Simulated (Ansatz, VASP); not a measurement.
TiSi2 in VASP and in Ansatz

```
Ti Si
1.0
     0.00000    4.09106    4.24805
     2.38088    0.00000    4.24805
     2.38088    4.09106    0.00000
Ti Si
2 4
Direct
  0.77520 0.72480 0.72480
  0.47480 0.52520 0.52520
  0.09324 0.39170 0.07910
  0.43596 0.07910 0.39170
  0.15676 0.85830 0.17090
  0.81404 0.17090 0.85830
```

Change from the starting cell: mode 9 (265.9 1/cm) frozen in, largest displacement -0.120 Å.

Alike in both runs: task single point; functional PBEsol; k mesh 14 × 14 × 14; occupations gaussian, width 0.15 eV; no spin polarisation.

|  | VASP | Ansatz |
| --- | --- | --- |
| version | VASP 6.6.1 | Ansatz 0.2.0 |
| potentials or method | VASP PAW PBE potentials, release 64 (Ti_sv, Si), cutoff 520 eV | scalar-relativistic, plane waves, PAW |
| valence electrons in the cell | 40 | 40 |

Ansatz gave:

* gap on the k mesh at the Fermi level (eV): none
* pressure (GPa): 1.6
* traceless stress, the component that is largest in VASP (GPa): -3.51
* rms of the force components (eV/Å): 0.598

Which values does VASP return?

gap on the k mesh at the Fermi level (eV): none; pressure (GPa): 1.8; traceless stress, the component that is largest in VASP (GPa): -3.53; rms of the force components (eV/Å): 0.599.

VASP's potentials were made for PBE, not for PBEsol. Atom by atom the forces differ by 0.002 eV/Å (rms over components). A gap of «none» marks a metal or a gap that the smearing closes.
